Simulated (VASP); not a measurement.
Here is a VASP 6.6.1 calculation.

Contents of INCAR:

```
SYSTEM = TiZn3
PREC     = Accurate       ! precision mode
ENCUT    = 520            ! plane-wave cutoff, eV
EDIFF    = 1E-7           ! SCF threshold, eV
ISMEAR   = -1             ! smearing method
SIGMA    = 0.05           ! smearing width, eV
LREAL    = .False.        ! projectors in reciprocal space
LASPH    = .True.         ! aspherical terms in the spheres
NELM     = 60             ! most SCF steps
ALGO     = Normal         ! electronic algorithm
ISIF     = 2              ! what is computed and relaxed
LWAVE    = .False.        ! write WAVECAR
LCHARG   = .True.         ! write CHGCAR
LELF     = .True.         ! ELF
LVHAR    = .True.       
NBANDS   = 32             ! bands
```

KPOINTS

```
regular mesh
0
Gamma
  6 6 6
  0 0 0
```

POSCAR

```
TiZn3
1.0
    3.8244137825      0.0000000000      0.0000000000
    0.0000000000      3.8244137825      0.0000000000
    0.0000000000      0.0000000000      3.8244137825
Ti Zn
1 3
Direct
    0.0000000000      0.0000000000      0.0000000000
    0.0000000000      0.5000000000      0.5000000000
    0.5000000000      0.0000000000      0.5000000000
    0.5000000000      0.5000000000      0.0000000000
```

Potentials or basis: VASP PAW LDA potentials, release 64 (Ti_sv, Zn).

Command:

```sh
$ cat potpaw_LDA.64/Ti_sv/POTCAR potpaw_LDA.64/Zn/POTCAR > POTCAR
$ mpirun -np 1 vasp_std > vasp.out
```

Predict the pressure.

-1.1 GPa.

What does it give for the band gap on the k mesh?

Zero (band 24 reaches 5.27 eV, above the bottom of band 25 at 3.30 eV).
